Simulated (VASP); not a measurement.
A run of VASP 6.6.1 is set up as follows.

The input POSCAR:

```
CdTe
1.0
    0.0000000000      3.2143560138      3.2143560138
    3.2143560138      0.0000000000      3.2143560138
    3.2143560138      3.2143560138      0.0000000000
Cd Te
1 1
Direct
    0.0000000000      0.0000000000      0.0000000000
    0.2500000000      0.2500000000      0.2500000000
```

The input INCAR.step1:

```
SYSTEM = CdTe
PREC = Accurate
ENCUT = 520
EDIFF = 1E-5
ISMEAR = 0
SIGMA = 0.01
LREAL = .FALSE.
LASPH = .TRUE.
NELM = 80
ALGO = Normal
ISIF = 2
LWAVE = .TRUE.
NBANDS = 16
GGA = PE
```

INCAR.step2

```
SYSTEM = CdTe
PREC = Accurate
ENCUT = 520
EDIFF = 1E-6
ISMEAR = 0
SIGMA = 0.01
LREAL = .FALSE.
LASPH = .TRUE.
NELM = 80
ALGO = Normal
ISIF = 2
LWAVE = .FALSE.
LCHARG = .TRUE.
GGA = PE
LHFCALC = .TRUE.
HFSCREEN = 0.2079
PRECFOCK = Normal
LELF = .TRUE.
LVHAR = .TRUE.
NBANDS = 16
ISTART = 1
```

File KPOINTS:

```
regular mesh
0
G
  4 4 4
  0 0 0
```

Potentials or basis: VASP PAW PBE potentials, release 64 (Cd, Te).

The run is started by

```console
$ cat potpaw_PBE.64/Cd/POTCAR potpaw_PBE.64/Te/POTCAR > POTCAR
$ cp INCAR.step1 INCAR
$ mpirun -np 1 vasp_std > vasp.out
$ cp INCAR.step2 INCAR
$ mpirun -np 1 vasp_std > vasp.out
```

Problem. Estimate the band gap on the k mesh.

Solution. 1.65 eV.

Problem. What does it give for the pressure?

Solution. 3.0 GPa.

Caveat: the k points lie up to 0.42 Å⁻¹ apart; the cell differs from its parent crystal (strain -2.0%); the PAW data sets were made with another functional, which shifts forces and pressure a little; spin-orbit coupling is left out, which moves the levels of the heavy elements.
